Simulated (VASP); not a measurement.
# InP in VASP: single point with PBE

Aim: the single point of InP with PBE.

Everything below comes from runs of VASP 6.6.1. Logs are shortened: lines on timing, memory, paths and dates and some standing lists are left out, and cuts for length are marked.

## 1. The cell of the first run

The cell holds a slab with vacuum, 12 atoms: a = 3.918 Å, b = 5.540 Å, c = 24.794 Å, α = 90.00°, β = 90.00°, γ = 90.00°.

## 2. Single point, PBE

The input, INCAR:

```
ALGO = Normal
DIPOL = 0.5 0.5 0.500
EDIFF = 1E-6
ENCUT = 520
GGA = PE
IDIPOL = 3
ISIF = 2
ISMEAR = 0
LASPH = True
LCHARG = False
LDIPOL = True
LREAL = False
LWAVE = False
NBANDS = 66
NELM = 60
PREC = Accurate
SIGMA = 0.1
```

The input, KPOINTS:

```
k-points
0
Gamma
  9 6 1
```

The input, POSCAR:

```
InP
1.0
    3.9175984287      0.0000000000      0.0000000000
    0.0000000000      5.5403208297      0.0000000000
    0.0000000000      0.0000000000     24.7939960717
In P
6 6
Direct
    0.5000000000      0.5000000000      0.3024925864
    0.0000000000      0.0000000000      0.3814955519
    0.5000000000      0.5000000000      0.4604985173
    0.0000000000      0.0000000000      0.5395014827
    0.5000000000      0.5000000000      0.6185044481
    0.0000000000      0.0000000000      0.6975074136
    0.5000000000      0.0000000000      0.3024925864
    0.0000000000      0.5000000000      0.3814955519
    0.5000000000      0.0000000000      0.4604985173
    0.0000000000      0.5000000000      0.5395014827
    0.5000000000      0.0000000000      0.6185044481
    0.0000000000      0.5000000000      0.6975074136
```

Potentials or basis: VASP PAW PBE potentials, release 64 (In_d, P).

Launch:

```bash
> cat potpaw_PBE.64/In_d/POTCAR potpaw_PBE.64/P/POTCAR > POTCAR
> mpirun -np 1 vasp_std > vasp.out
```

OUTCAR:

```text
EDIFF = 1E-6
   ENCUT = 520
   GGA = PE
   ISIF = 2
   ISMEAR = 0
   LASPH = True
   LREAL = False
   NELM = 60
   PREC = Accurate

 ion  position               nearest neighbor table
   1  0.500  0.500  0.302-   7 2.77   7 2.77   8 2.77   8 2.77   2 3.92   2 3.92   2 3.92   2 3.92
                             3 3.92
   2  0.000  0.000  0.381-   9 2.77   9 2.77   8 2.77   8 2.77   7 2.77   7 2.77   4 3.92   3 3.92
                             3 3.92   3 3.92   3 3.92   1 3.92   1 3.92   1 3.92   1 3.92
   3  0.500  0.500  0.460-  10 2.77  10 2.77   8 2.77   8 2.77   9 2.77   9 2.77   5 3.92   4 3.92
                             4 3.92   4 3.92   4 3.92   2 3.92   2 3.92   2 3.92   2 3.92   1 3.92
   4  0.000  0.000  0.540-   9 2.77   9 2.77  11 2.77  11 2.77  10 2.77  10 2.77   2 3.92   3 3.92
                             3 3.92   3 3.92   3 3.92   5 3.92   5 3.92   5 3.92   5 3.92   6 3.92
   5  0.500  0.500  0.619-  10 2.77  10 2.77  11 2.77  11 2.77  12 2.77  12 2.77   3 3.92   4 3.92
                             4 3.92   4 3.92   4 3.92   6 3.92   6 3.92   6 3.92   6 3.92
   6  0.000  0.000  0.698-  12 2.77  12 2.77  11 2.77  11 2.77   5 3.92   5 3.92   5 3.92   5 3.92
                             4 3.92
   7  0.500  0.000  0.302-   1 2.77   1 2.77   2 2.77   2 2.77
   8  0.000  0.500  0.381-   3 2.77   3 2.77   2 2.77   2 2.77   1 2.77   1 2.77
   9  0.500  0.000  0.460-   4 2.77   4 2.77   2 2.77   2 2.77   3 2.77   3 2.77
  10  0.000  0.500  0.540-   3 2.77   3 2.77   5 2.77   5 2.77   4 2.77   4 2.77
  11  0.500  0.000  0.619-   4 2.77   4 2.77   5 2.77   5 2.77   6 2.77   6 2.77
  12  0.000  0.500  0.698-   6 2.77   6 2.77   5 2.77   5 2.77

  LATTYP: Found a simple orthorhombic cell.
 ALAT       =     3.9175984287
 B/A-ratio  =     1.4142135623
 C/A-ratio  =     6.3288763570

  Lattice vectors:

 A1 = (   3.9175984287,   0.0000000000,   0.0000000000)
 A2 = (   0.0000000000,   5.5403208297,   0.0000000000)
 A3 = (   0.0000000000,   0.0000000000,  24.7939960717)

Analysis of symmetry for initial positions (statically):
=====================================================================
 Subroutine PRICEL returns:
 Original cell was already a primitive cell.

 Routine SETGRP: Setting up the symmetry group for a
 simple orthorhombic supercell.

 Subroutine GETGRP returns: Found  8 space group operations
 (whereof  4 operations were pure point group operations)
 out of a pool of  8 trial point group operations.

The static configuration has the point symmetry C_2v.
 The point group associated with its full space group is D_2h.

Analysis of symmetry for dynamics (positions and initial velocities):
=====================================================================
 Subroutine PRICEL returns:
 Original cell was already a primitive cell.

 Routine SETGRP: Setting up the symmetry group for a
 simple orthorhombic supercell.

 Subroutine GETGRP returns: Found  8 space group operations
 (whereof  4 operations were pure point group operations)
 out of a pool of  8 trial point group operations.

The dynamic configuration has the point symmetry C_2v.
 The point group associated with its full space group is D_2h.

 Subroutine INISYM returns: Found  8 space group operations
 (whereof  4 operations are pure point group operations),
 and found     1 'primitive' translations

----------------------------------------------------------------------------------------

                                     Primitive cell

  volume of cell :     538.1475

  direct lattice vectors                    reciprocal lattice vectors
     3.917598429  0.000000000  0.000000000     0.255258424  0.000000000  0.000000000
     0.000000000  5.540320830  0.000000000     0.000000000  0.180494962  0.000000000
     0.000000000  0.000000000 24.793996072     0.000000000  0.000000000  0.040332345

  length of vectors
     3.917598429  5.540320830 24.793996072     0.255258424  0.180494962  0.040332345

  position of ions in fractional coordinates (direct lattice)
     0.500000000  0.500000000  0.302492586
     0.000000000  0.000000000  0.381495552
     0.500000000  0.500000000  0.460498517
     0.000000000  0.000000000  0.539501483
     0.500000000  0.500000000  0.618504448
     0.000000000  0.000000000  0.697507414
     0.500000000  0.000000000  0.302492586
     0.000000000  0.500000000  0.381495552
[... 39 lines left out ...]
     0.000000000  0.000000000  0.000000000

 Subroutine IBZKPT returns following result:
 ===========================================

 Found     20 irreducible k-points:

 Following reciprocal coordinates:
            Coordinates               Weight
  0.000000  0.000000  0.000000      1.000000
  0.111111  0.000000  0.000000      2.000000
  0.222222  0.000000  0.000000      2.000000
  0.333333  0.000000  0.000000      2.000000
  0.444444  0.000000  0.000000      2.000000
  0.000000  0.166667  0.000000      2.000000
[... 12 lines left out ...]
  0.333333  0.500000  0.000000      2.000000
  0.444444  0.500000  0.000000      2.000000
   k-points           NKPTS =     20   k-points in BZ     NKDIM =     20   number of bands    NBANDS=     66
   number of dos      NEDOS =    301   number of ions     NIONS =     12
   total plane-waves  NPLWV = 241920
   dimension x,y,z NGX =    30 NGY =   42 NGZ =  192
   dimension x,y,z NGXF=    60 NGYF=   84 NGZF=  384
   ions per type =               6   6
   NGX,Y,Z   is equivalent  to a cutoff of  12.73, 12.60, 12.87 a.u.
   NGXF,Y,Z  is equivalent  to a cutoff of  25.46, 25.21, 25.75 a.u.
 SYSTEM =  unknown system
   PREC   = accura    normal or accurate (medium, high low for compatibility)
   ISTART =      0    job   : 0-new  1-cont  2-samecut
   ICHARG =      2    charge: 1-file 2-atom 10-const
   ISPIN  =      1    spin polarized calculation?
   LNONCOLLINEAR =      F non collinear calculations
   LSORBIT =      F    spin-orbit coupling
   LASPH  =      T    aspherical Exc in radial PAW
   ENCUT  =  520.0 eV  38.22 Ry    6.18 a.u.   7.28 10.30 46.10*2*pi/ulx,y,z
   NELM   =     60;   NELMIN=  2; NELMDL= -5     # of ELM steps
   EDIFF  = 0.1E-05   stopping-criterion for ELM
   LREAL  =      F    real-space projection
   EDIFFG = 0.1E-04   stopping-criterion for IOM
   NSW    =      0    number of steps for IOM
   IBRION =     -1    ionic relax: 0-MD 1-quasi-New 2-CG
   NFREE  =      0    steps in history (QN), initial steepest desc. (CG)
   ISIF   =      2    stress and relaxation
   ISYM   =      2    0-nonsym 1-usesym 2-fastsym
   POTIM  = 0.5000    time-step for ionic-motion
   TEBEG  =    0.0;   TEEND  =   0.0 temperature during run
   PSTRESS=    0.0 pullay stress
   NELECT =     108.0000    total number of electrons
   NUPDOWN=      -1.0000    fix difference up-down
   EMIN   =  10.00;   EMAX   =-10.00  energy-range for DOS
   EFERMI =   0.00;   METHOD = LEGACY
   ISMEAR =     0;   SIGMA  =   0.10  broadening in eV -4-tet -1-fermi 0-gaus
   EFERMI_NEDOS =   21; number of points for ismear=-14 and -15
   IALGO  =     38    algorithm
   IMIX   =      4    mixing-type and parameters
     AMIX     =   0.40;   BMIX     =  1.00
     AMIX_MAG =   1.60;   BMIX_MAG =  1.00
  volume/ion in A,a.u.               =      44.85       302.63
  Fermi-wavevector in a.u.,A,eV,Ry     =   0.958478  1.811261 12.499410  0.918681
  Thomas-Fermi vector in A             =   2.087589
   LORBIT       =      0    0 simple, 1 ext, 2 COOP (PROOUT), +10 PAW based schemes
   GGA     = PE    functional components
   LHFCALC =     F    Hartree Fock is set to
   AEXX    =    0.0000 exact exchange contribution
   IVDW    =     0    specifies the selected vdW correction
   LEPSILON=     F    determine dielectric tensor
   LRPA    =     F    only Hartree local field effects (RPA)
 non-spin polarized calculation
 Gauss-broadening in eV      SIGMA  =   0.10
  energy-cutoff  :      520.00
  volume of cell :      538.15
 maximum number of plane-waves:     14535
 NGX is ok and might be reduce to    30
   NGX = 15   NGY = 21   NGZ = 93

 dipolmoment           0.000000      0.000000      0.000000 electrons x Angstroem

 number of electron     108.0000040 magnetization

 dipolmoment           0.000000      0.000000     -0.000000 electrons x Angstroem

 Free energy of the ion-electron system (eV)
  ---------------------------------------------------
  ext. energy  EPLUGINS =         0.00000000
  ---------------------------------------------------
  free energy    TOTEN  =       -45.81634457 eV

  energy without entropy =      -45.78834338  energy(sigma->0) =      -45.80234398

 E-fermi :   0.9319     XC(G=0):  -5.6097

 val. band max:        0.9081401507   @ k =   0.2222   0.5000   0.0000
 cond. band min:       0.9374919043   @ k =   0.1111   0.3333   0.0000
 fundamental gap:      0.0293517536
 Fermi energy:         0.9318728856

 k-point     1 :       0.0000    0.0000    0.0000
  band No.  band energies     occupation
      1     -13.5387      2.00000
      2     -13.4993      2.00000
      3     -13.4448      2.00000
      4     -13.4128      2.00000
      5     -13.4099      2.00000
      6     -13.4094      2.00000
[... 1369 lines left out ...]
     65       4.8481      0.00000
     66       4.8482      0.00000

------------------------ aborting loop because EDIFF is reached ----------------------------------------

 vacuum level on the upper side and lower side of the slab       (xc-potential included)        -0.142        -0.142

  FORCE on cell =-STRESS in cart. coord.  units (eV):
  Direction    XX          YY          ZZ          XY          YZ          ZX
  --------------------------------------------------------------------------------------
  -------------------------------------------------------------------------------------
  Total       -2.1540721     -5.5534946     -2.8146353      0.0000000      0.0000000      0.0000000
  in kB       -6.4131214    -16.5339102     -8.3797557      0.0000000      0.0000000      0.0000000
  external PRESSURE =     -10.4422624 kB  Pullay stress =       0.0000000 kB

 VOLUME and BASIS-vectors are now :
 -----------------------------------------------------------------------------
  energy-cutoff  :      520.00
  volume of cell :      538.15
      direct lattice vectors                 reciprocal lattice vectors
     3.917598429  0.000000000  0.000000000     0.255258424  0.000000000  0.000000000
     0.000000000  5.540320830  0.000000000     0.000000000  0.180494962  0.000000000
     0.000000000  0.000000000 24.793996072     0.000000000  0.000000000  0.040332345

 POSITION                                       TOTAL-FORCE (eV/Angst)
 -----------------------------------------------------------------------------------
      1.95880      2.77016      7.50000         0.000000      0.000000      0.457240
      0.00000      0.00000      9.45880         0.000000      0.000000     -0.577512
      1.95880      2.77016     11.41760         0.000000      0.000000      0.156774
      0.00000      0.00000     13.37640         0.000000      0.000000     -0.156774
      1.95880      2.77016     15.33520         0.000000      0.000000      0.577512
      0.00000      0.00000     17.29400         0.000000      0.000000     -0.457240
      1.95880      0.00000      7.50000         0.000000      0.000000      0.335527
      0.00000      2.77016      9.45880         0.000000      0.000000     -0.392933
      1.95880      0.00000     11.41760         0.000000      0.000000      0.187827
      0.00000      2.77016     13.37640         0.000000      0.000000     -0.187827
      1.95880      0.00000     15.33520         0.000000      0.000000      0.392933
      0.00000      2.77016     17.29400         0.000000      0.000000     -0.335527
 -----------------------------------------------------------------------------------
    total drift:                                0.000000      0.000000      0.000000

  FREE ENERGIE OF THE ION-ELECTRON SYSTEM (eV)
  ---------------------------------------------------
  free  energy   TOTEN  =       -45.8163445747 eV

  energy  without entropy=      -45.7883433791  energy(sigma->0) =      -45.80234398

 vacuum level on the upper side and lower side of the slab         5.408         5.408
```

It took 17 min on 1 thread of Intel Xeon 6975P-C (Granite Rapids), shared host; peak memory 0.82 GiB.

What came out:

| Property | Result |
| --- | --- |
| Free energy | -45.8163 eV |
| Largest force | 0.578 eV/Å |
| Band gap on the k mesh | zero (bands 54 and 55 overlap by 1.10 eV) |

Forces on the atoms (eV/Å):
```
In   0.000  0.000  0.457
In   0.000  0.000 -0.578
In   0.000  0.000  0.157
In   0.000  0.000 -0.157
In   0.000  0.000  0.578
In   0.000  0.000 -0.457
P    0.000  0.000  0.336
P    0.000  0.000 -0.393
P    0.000  0.000  0.188
P    0.000  0.000 -0.188
P    0.000  0.000  0.393
P    0.000  0.000 -0.336
```

Caveat: spin-orbit coupling is left out, which moves the levels of the heavy elements.

The gap in the log of VASP goes by the Fermi energy; the results here count the filled bands.